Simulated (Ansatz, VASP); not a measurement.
## NaBe2 in VASP and in Ansatz

```
CELL_PARAMETERS angstrom
5.01035 0.00000 0.00000
0.00000 5.01035 0.00000
0.00000 0.00000 5.18740
ATOMIC_POSITIONS crystal
Na 0.00000 0.00000 0.00000
Na 0.50000 0.50000 0.50000
Be 0.35747 0.35747 0.00000
Be 0.14253 0.85747 0.50000
Be 0.64253 0.64253 0.00000
Be 0.85747 0.14253 0.50000
```

Alike in both runs: task relaxation of cell and atoms; functional PBE; k mesh 8 × 8 × 8; occupations gaussian, width 0.1 eV; no spin polarisation.

|  | VASP | Ansatz |
| --- | --- | --- |
| version | VASP 6.6.1 | Ansatz 0.2.0 |
| potentials or method | VASP PAW PBE potentials, release 64 (Na_pv, Be), cutoff 600 eV | scalar-relativistic, plane waves, PAW |
| valence electrons in the cell | 22 | 26 |

```csv
,VASP,Ansatz,Ansatz less VASP
"gap on the k mesh at the Fermi level, each at its own relaxed structure (eV)",none,none,-
relaxed volume (Å³/atom),21.97,21.94,-0.039
relaxed cell length with the largest relative difference (Å),5.046,5.043,-0.0034
```

A gap of «none» marks a metal or a gap that the smearing closes. VASP's potentials hold 22 valence electrons a cell and Ansatz's 26, so a difference there can come from the potentials and not from the codes.
